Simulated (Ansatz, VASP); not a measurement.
One calculation of TiRh, two programs

File INCAR:

```
PREC = Accurate
ENCUT = 520
EDIFF = 1E-6
ISMEAR = 0
SIGMA = 0.15
LREAL = F
LASPH = T
NELM = 60
ALGO = Fast
ISIF = 2
LWAVE = F
LCHARG = F
GGA = CA
NBANDS = 20
```

KPOINTS

```
regular mesh
0
Gamma
  16 16 14
```

File POSCAR:

```
TiRh
1.0
    3.2121000000      0.0000000000      0.0000000000
    0.0000000000      3.2121000000      0.0000000000
    0.0000000000      0.0000000000      3.3500000000
Ti Rh
1 1
Direct
    0.5000000000      0.5000000000      0.5000000000
    0.0000000000      0.0000000000      0.0000000000
```

Input for Ansatz:

```yaml
crystal:
  lattice:
    - [3.2121, 0.0, 0.0]
    - [0.0, 3.2121, 0.0]
    - [0.0, 0.0, 3.35]
  atoms:
    - { symbol: Ti, position: [0.5, 0.5, 0.5] }
    - { symbol: Rh, position: [0.0, 0.0, 0.0] }
basis:
  ecutwfc: 420
kpoints:
  mp_grid: { grid: [16, 16, 14] }
hamiltonian:
  xc: lda
scf:
  occupations: { method: gaussian, width: 0.15 }
output:
  forces: true
  stress: true
  eigenvalues: true
```

Change from the starting cell: strain +0.0750 x Voigt [1, 1, 0, 0, 0, 0], atoms carried along.

Alike in both runs: task single point; functional LDA; k mesh 16 × 16 × 14; occupations gaussian, width 0.15 eV; no spin polarisation.

```csv
,VASP,Ansatz
version,VASP 6.6.1,Ansatz 0.2.0
potentials or method,"VASP PAW LDA potentials, release 64 (Ti_sv, Rh_pv), cutoff 520 eV","scalar-relativistic, plane waves, PAW"
valence electrons in the cell,27,29
```

|  | VASP | Ansatz | Ansatz less VASP |
| --- | --- | --- | --- |
| gap on the k mesh at the Fermi level (eV) | none | none | - |
| pressure (GPa) | -28.4 | -28.7 | -0.30 |
| traceless stress, the component that is largest in VASP (GPa) | 1.01 | 1.03 | +0.015 |

LDA's correlation is that of Perdew and Zunger in VASP and of Perdew and Wang (1992) in Ansatz. A gap of «none» marks a metal or a gap that the smearing closes. Both programs put the cell under strong tension, so it lies far from rest at this level. VASP's potentials hold 27 valence electrons a cell and Ansatz's 29, so a difference there can come from the potentials and not from the codes.
